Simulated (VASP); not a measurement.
# Zr (P6_3/mmc) in VASP: further runs

The runs below take Zr through single point, relaxation of cell and atoms, with PBE.

Program: VASP 6.6.1. These are calculated values, not measurements. Logs are shortened: lines on timing, memory, paths and dates and some standing lists are left out, and cuts for length are marked.

**1. The cell of the first run**

Symmetry: P6_3/mmc, No. 194, hexagonal system. Conventional cell: a = 3.222 Å, b = 3.222 Å, c = 5.195 Å, α = 90.00°, β = 90.00°, γ = 120.00°. Zr (site symmetry -6m2) has 12 Zr at 3.19 to 3.22 Å within 4.2 Å.

**2. Single point, PBE**

Input file INCAR:

```
SYSTEM = Zr
  PREC = Accurate
  ENCUT = 520
  EDIFF = 1E-6
  ISMEAR = 0
  SIGMA = 0.1
  LREAL = .False.
  LASPH = .True.
  NELM = 80
  ALGO = Normal
  ISIF = 2
  LWAVE = .False.
  LCHARG = .False.
  GGA = PE
  NBANDS = 19
```

Input file KPOINTS:

```
regular mesh
0
Gamma
  6 6 4
  0 0 0
```

Input file POSCAR:

```
Zr
1.0
    3.2221213311      0.0000000000      0.0000000000
   -1.6110606655      2.7904389269      0.0000000000
    0.0000000000      0.0000000000      5.1950311163
Zr
2
Direct
    0.3333333333      0.6666666667      0.2500000000
    0.6666666667      0.3333333333      0.7500000000
```

Potentials or basis: VASP PAW PBE potentials, release 64 (Zr_sv).

Run with:

```
$ cat potpaw_PBE.64/Zr_sv/POTCAR > POTCAR
$ mpirun -np 1 vasp_std > vasp.out
```

OUTCAR:

```text
SYSTEM = Zr
   PREC = Accurate
   ENCUT = 520
   EDIFF = 1E-6
   ISMEAR = 0
   LREAL = .False.
   LASPH = .True.
   NELM = 80
   ISIF = 2
   GGA = PE

 ion  position               nearest neighbor table
   1  0.333  0.667  0.250-   2 3.19   2 3.19   2 3.19   2 3.19   2 3.19   2 3.19
   2  0.667  0.333  0.750-   1 3.19   1 3.19   1 3.19   1 3.19   1 3.19   1 3.19

  LATTYP: Found a hexagonal cell.
 ALAT       =     3.2221213311
 C/A-ratio  =     1.6123015189

  Lattice vectors:

 A1 = (   3.2221213311,   0.0000000000,   0.0000000000)
 A2 = (  -1.6110606655,   2.7904389269,   0.0000000000)
 A3 = (   0.0000000000,   0.0000000000,   5.1950311163)

Analysis of symmetry for initial positions (statically):
=====================================================================
 Subroutine PRICEL returns:
 Original cell was already a primitive cell.

 Routine SETGRP: Setting up the symmetry group for a
 hexagonal supercell.

 Subroutine GETGRP returns: Found 24 space group operations
 (whereof 12 operations were pure point group operations)
 out of a pool of 24 trial point group operations.

The static configuration has the point symmetry D_3d.
 The point group associated with its full space group is D_6h.

Analysis of symmetry for dynamics (positions and initial velocities):
=====================================================================
 Subroutine PRICEL returns:
 Original cell was already a primitive cell.

 Routine SETGRP: Setting up the symmetry group for a
 hexagonal supercell.

 Subroutine GETGRP returns: Found 24 space group operations
 (whereof 12 operations were pure point group operations)
 out of a pool of 24 trial point group operations.

The dynamic configuration has the point symmetry D_3d.
 The point group associated with its full space group is D_6h.

 Subroutine INISYM returns: Found 24 space group operations
 (whereof 12 operations are pure point group operations),
 and found     1 'primitive' translations

----------------------------------------------------------------------------------------

                                     Primitive cell

  volume of cell :      46.7092

  direct lattice vectors                    reciprocal lattice vectors
     3.222121331  0.000000000  0.000000000     0.310354545  0.179183280  0.000000000
[... 76 lines left out ...]
   ISPIN  =      1    spin polarized calculation?
   LNONCOLLINEAR =      F non collinear calculations
   LSORBIT =      F    spin-orbit coupling
   LASPH  =      T    aspherical Exc in radial PAW
   ENCUT  =  520.0 eV  38.22 Ry    6.18 a.u.   5.99  5.99  9.66*2*pi/ulx,y,z
   NELM   =     80;   NELMIN=  2; NELMDL= -5     # of ELM steps
   EDIFF  = 0.1E-05   stopping-criterion for ELM
   LREAL  =      F    real-space projection
   EDIFFG = 0.1E-04   stopping-criterion for IOM
   NSW    =      0    number of steps for IOM
   IBRION =     -1    ionic relax: 0-MD 1-quasi-New 2-CG
   NFREE  =      0    steps in history (QN), initial steepest desc. (CG)
   ISIF   =      2    stress and relaxation
   ISYM   =      2    0-nonsym 1-usesym 2-fastsym
   POTIM  = 0.5000    time-step for ionic-motion
   TEBEG  =    0.0;   TEEND  =   0.0 temperature during run
   PSTRESS=    0.0 pullay stress
   NELECT =      24.0000    total number of electrons
   NUPDOWN=      -1.0000    fix difference up-down
   EMIN   =  10.00;   EMAX   =-10.00  energy-range for DOS
   EFERMI =   0.00;   METHOD = LEGACY
   ISMEAR =     0;   SIGMA  =   0.10  broadening in eV -4-tet -1-fermi 0-gaus
   EFERMI_NEDOS =   21; number of points for ismear=-14 and -15
   IALGO  =     38    algorithm
   IMIX   =      4    mixing-type and parameters
     AMIX     =   0.40;   BMIX     =  1.00
     AMIX_MAG =   1.60;   BMIX_MAG =  1.00
  volume/ion in A,a.u.               =      23.35       157.60
  Fermi-wavevector in a.u.,A,eV,Ry     =   1.311227  2.477859 23.392700  1.719315
  Thomas-Fermi vector in A             =   2.441703
   LORBIT       =      0    0 simple, 1 ext, 2 COOP (PROOUT), +10 PAW based schemes
   GGA     = PE    functional components
   LHFCALC =     F    Hartree Fock is set to
   AEXX    =    0.0000 exact exchange contribution
   IVDW    =     0    specifies the selected vdW correction
   LEPSILON=     F    determine dielectric tensor
   LRPA    =     F    only Hartree local field effects (RPA)
 non-spin polarized calculation
 Gauss-broadening in eV      SIGMA  =   0.10
  energy-cutoff  :      520.00
  volume of cell :       46.71
 maximum number of plane-waves:      1278
 NGX is ok and might be reduce to    24
   NGX = 11   NGY = 11   NGZ = 19

 number of electron      24.0000001 magnetization

 Free energy of the ion-electron system (eV)
  ---------------------------------------------------
  ext. energy  EPLUGINS =         0.00000000
  ---------------------------------------------------
  free energy    TOTEN  =       -17.03850293 eV

  energy without entropy =      -17.02522157  energy(sigma->0) =      -17.03186225

 E-fermi :   9.0067     XC(G=0): -11.0671

 val. band max:        8.9563080620   @ k =   0.1667   0.0000   0.2500
 cond. band min:       9.0400026632   @ k =   0.3333   0.3333   0.2500
 fundamental gap:      0.0836946013
 Fermi energy:         9.0067339190

 k-point     1 :       0.0000    0.0000    0.0000
  band No.  band energies     occupation
      1     -39.8754      2.00000
      2     -39.7299      2.00000
      3     -18.3861      2.00000
      4     -17.5169      2.00000
      5     -17.5169      2.00000
      6     -17.4138      2.00000
[... 439 lines left out ...]
      6     -17.9379      2.00000
[... 11 lines left out ...]
     18      13.3763      0.00000
     19      16.9897      0.00000

------------------------ aborting loop because EDIFF is reached ----------------------------------------

  FORCE on cell =-STRESS in cart. coord.  units (eV):
  Direction    XX          YY          ZZ          XY          YZ          ZX
  --------------------------------------------------------------------------------------
  -------------------------------------------------------------------------------------
  Total       -0.0171128     -0.0171128      0.0038604     -0.0000000      0.0000000      0.0000000
  in kB       -0.5869884     -0.5869884      0.1324144     -0.0000000      0.0000000      0.0000000
  external PRESSURE =      -0.3471874 kB  Pullay stress =       0.0000000 kB

 VOLUME and BASIS-vectors are now :
 -----------------------------------------------------------------------------
  energy-cutoff  :      520.00
  volume of cell :       46.71
      direct lattice vectors                 reciprocal lattice vectors
     3.222121331  0.000000000  0.000000000     0.310354545  0.179183280  0.000000000
    -1.611060665  2.790438927  0.000000000     0.000000000  0.358366560  0.000000000
     0.000000000  0.000000000  5.195031116     0.000000000  0.000000000  0.192491629

 POSITION                                       TOTAL-FORCE (eV/Angst)
 -----------------------------------------------------------------------------------
     -0.00000      1.86029      1.29876        -0.000000     -0.000000      0.000000
      1.61106      0.93015      3.89627         0.000000      0.000000      0.000000
 -----------------------------------------------------------------------------------
    total drift:                               -0.000000      0.000000     -0.000000

  FREE ENERGIE OF THE ION-ELECTRON SYSTEM (eV)
  ---------------------------------------------------
  free  energy   TOTEN  =       -17.0385029331 eV

  energy  without entropy=      -17.0252215702  energy(sigma->0) =      -17.03186225
```

It took 5.7 s on 1 thread of Intel Xeon 6975P-C (Granite Rapids), shared host; peak memory 0.15 GiB.

What came out:

| Item | Value |
| --- | --- |
| Free energy | -17.0385 eV |
| Pressure | 0.0 GPa |
| Band gap on the k mesh | zero (bands 12 and 13 overlap by 0.92 eV) |

Caveat: the k points lie up to 0.38 Å⁻¹ apart, too coarse for converged energies and pressures of a metal.

**3. Relaxation of cell and atoms, PBE**

This run uses another cell than the first one, of 27.61 Å³/atom.

Input file INCAR:

```
PREC     = Accurate       # precision mode
ENCUT    = 600            # plane-wave cutoff, eV
EDIFF    = 1E-7           # SCF threshold, eV
ISMEAR   = 0              # smearing method
SIGMA    = 0.1            # smearing width, eV
LREAL    = False          # projectors in reciprocal space
LASPH    = True           # aspherical terms in the spheres
NELM     = 100            # most SCF steps
ALGO     = Fast           # electronic algorithm
ISIF     = 3              # what is computed and relaxed
LWAVE    = False          # write WAVECAR
LCHARG   = False          # write CHGCAR
GGA      = PE             # functional
IBRION   = 2              # ionic algorithm
NSW      = 80             # ionic steps
EDIFFG   = -0.05          # ionic threshold
```

Input file KPOINTS:

```
Automatic mesh
0
Gamma
  6 6 4
```

Input file POSCAR:

```
Zr
1.0
    3.4509329429      0.0000000000      0.0000000000
   -1.7254664714      2.9885955953      0.0000000000
    0.0000000000      0.0000000000      5.3550513245
Zr
2
Direct
    0.3333333333      0.6666666667      0.2500000000
    0.6666666667      0.3333333333      0.7500000000
```

Potentials or basis: VASP PAW PBE potentials, release 64 (Zr_sv).

Run with:

```
$ cat potpaw_PBE.64/Zr_sv/POTCAR > POTCAR
$ mpirun -np 1 vasp_std > vasp.out
```

It took 1.7 min on 1 thread of Intel Xeon 6975P-C (Granite Rapids), shared host; peak memory 0.2 GiB.

It converged, with:

```
Free energy                           : -17.0400 eV
Relaxed volume                        : 23.34 Å³/atom
Relaxed cell                          : a = 3.223 Å, b = 3.223 Å, c = 5.190 Å, α = 90.00°, β = 90.00°, γ = 120.00°
Space group after relaxing (to 0.1 Å) : P6_3/mmc (No. 194)
Energy gained by relaxing             : 180.1 meV/atom
Ionic steps                           : 6
Pressure after relaxing               : 0.1 GPa
Band gap on the k mesh                : zero (bands 12 and 13 overlap by 0.92 eV)
```

Stress tensor (GPa, compression positive):
```
0.03 0.00 0.00
0.00 0.03 0.00
0.00 0.00 0.17
```

Step by step:
| step | energy change (eV) | largest force (eV/Å) | pressure (GPa) | volume (Å³) |
| --- | --- | --- | --- | --- |
| 1 | 0.0000 | 0.0000 | -11.64 | 55.23 |
| 2 | -0.0839 | 0.0000 | 15.80 | 40.70 |
| 3 | -0.3545 | 0.0000 | -0.25 | 46.84 |
| 4 | -0.3547 | 0.0000 | 0.07 | 46.68 |
| 5 | -0.3582 | 0.0000 | 0.07 | 46.68 |
| 6 | -0.3602 | 0.0000 | 0.08 | 46.68 |

Final structure:
```yaml
crystal:
  lattice:
    - [3.22259, 0.00000, 0.00000]
    - [-1.61130, 2.79085, 0.00000]
    - [0.00000, 0.00000, 5.18997]
  atoms:
    - { symbol: Zr, position: [0.33333, 0.66667, 0.25000] }
    - { symbol: Zr, position: [0.66667, 0.33333, 0.75000] }
```

Levels at points of the mesh, in eV from the Fermi level:
```
           k point  band 10  band 11  band 12  band 13  band 14  band 15
(0.00, 0.00, 0.00)    -3.08     0.84     0.84     0.87     1.02     1.50
(0.50, 0.00, 0.00)    -2.55    -2.19    -0.23     0.56     0.67     1.36
(0.00, 0.00, 0.50)    -4.02    -0.06    -0.06     0.76     0.76     0.76
(0.50, 0.00, 0.50)    -2.91    -1.13    -1.13     1.58     1.58     2.20
```

Caveat: the volume moved by over 15 % at a fixed basis, so the end points are rough.
